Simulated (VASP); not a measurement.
Here is a VASP 6.6.1 calculation.

The input POSCAR:

```
CdSe
1.0
    0.0000000000      3.0677809654      2.9757475364
    3.0677809654      0.0000000000      2.9757475364
    3.0677809654      3.0677809654      0.0000000000
Cd Se
1 1
Direct
    0.0000000000      0.0000000000      0.0000000000
    0.2500000000      0.2500000000      0.2500000000
```

File INCAR.step1:

```
ALGO = Normal
EDIFF = 1E-8
ENCUT = 500
GGA = PE
ISMEAR = 0
LASPH = True
LCHARG = False
LREAL = False
LWAVE = True
NELM = 100
PREC = Accurate
SIGMA = 0.01
```

Contents of INCAR.step2:

```
ALGO = Exact
EDIFF = 1E-8
ENCUT = 500
GGA = PE
ISMEAR = 0
ISTART = 1
LASPH = True
LCHARG = False
LOPTICS = True
LREAL = False
LWAVE = True
NBANDS = 242
NELM = 1
PREC = Accurate
SIGMA = 0.01
```

Contents of INCAR.step3:

```
ALGO = EVGW0
EDIFF = 1E-8
ENCUT = 500
ENCUTGW = 150.0
GGA = PE
ISMEAR = 0
ISTART = 1
LASPH = True
LCHARG = False
LREAL = False
LWAVE = False
NBANDS = 242
NBANDSGW = 17
NELMGW = 1
NOMEGA = 96
OMEGAMAX = 20
PREC = Accurate
PRECFOCK = Fast
SIGMA = 0.01
```

Contents of KPOINTS:

```
k-points
0
Gamma
  4 4 4
```

Potentials or basis: VASP PAW PBE potentials, release 64 (Cd_GW, Se_GW).

Launch:

```console
$ cat potpaw_PBE.64/Cd_GW/POTCAR potpaw_PBE.64/Se_GW/POTCAR > POTCAR
$ cp INCAR.step1 INCAR
$ mpirun -np 1 vasp_std > vasp.out
$ cp INCAR.step2 INCAR
$ mpirun -np 1 vasp_std > vasp.out
$ cp INCAR.step3 INCAR
$ mpirun -np 1 vasp_std > vasp.out
```

What does it give for the quasiparticle gap?

1.21 eV.

Estimate the least direct quasiparticle gap.

1.21 eV.

What does it give for the band gap of the starting levels on the mesh?

0.53 eV.

Caveat: the k points lie up to 0.45 Å⁻¹ apart; bands, screening cutoff and mesh are small and nothing is extrapolated, so the quasiparticle values aren't converged; the structure was generated, so it needn't be the stable form of CdSe.
